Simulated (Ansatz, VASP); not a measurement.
## One calculation of HfN, two programs

Contents of INCAR:

```
ALGO = Normal ; EDIFF = 1E-7
ENCUT = 520 ; GGA = PS
ISIF = 2 ; ISMEAR = 0
LASPH = True ; LCHARG = False
LREAL = False ; LWAVE = False
NBANDS = 14 ; NELM = 80
PREC = Accurate ; SIGMA = 0.15
```

File KPOINTS:

```
k-points
0
Gamma
  18 18 18
```

File POSCAR:

```
HfN
1.0
    0.0000000000      2.3493600000      2.2590000000
    2.3493600000      0.0000000000      2.2590000000
    2.3493600000      2.3493600000      0.0000000000
Hf N
1 1
Direct
    0.0000000000      0.0000000000      0.0000000000
    0.5000000000      0.5000000000      0.5000000000
```

Input for Ansatz:

```yaml
crystal:
  lattice:
    - [0.0, 2.34936, 2.259]
    - [2.34936, 0.0, 2.259]
    - [2.34936, 2.34936, 0.0]
  atoms:
    - { symbol: Hf, position: [0.0, 0.0, 0.0] }
    - { symbol: "N", position: [0.5, 0.5, 0.5] }
basis:
  ecutwfc: 420
kpoints:
  mp_grid: { grid: [18, 18, 18] }
hamiltonian:
  xc: pbesol
scf:
  occupations: { method: gaussian, width: 0.15 }
output:
  forces: true
  stress: true
  eigenvalues: true
```

Change from the starting cell: strain +0.040 along x and y, +0.000 along z, atoms carried along.

Alike in both runs: task single point; functional PBEsol; k mesh 18 × 18 × 18; occupations gaussian, width 0.15 eV; no spin polarisation.

|  | VASP | Ansatz |
| --- | --- | --- |
| version | VASP 6.6.1 | Ansatz 0.2.0 |
| potentials or method | VASP PAW PBE potentials, release 64 (Hf_pv, N), cutoff 520 eV | scalar-relativistic, plane waves, PAW |
| valence electrons in the cell | 15 | 31 |

VASP gave:

| Property | Result |
| --- | --- |
| gap on the k mesh at the Fermi level (eV) | none |
| pressure (GPa) | -22.1 |
| traceless stress, the component that is largest in VASP (GPa) | 8.91 |

Question: Which values does Ansatz return?

Answer: gap on the k mesh at the Fermi level (eV): none; pressure (GPa): -20.2; traceless stress, the component that is largest in VASP (GPa): 9.06.

VASP's potentials were made for PBE, not for PBEsol. A gap of «none» marks a metal or a gap that the smearing closes. VASP's potentials hold 15 valence electrons a cell and Ansatz's 31, so a difference there can come from the potentials and not from the codes.

Neither program's run includes spin-orbit coupling.
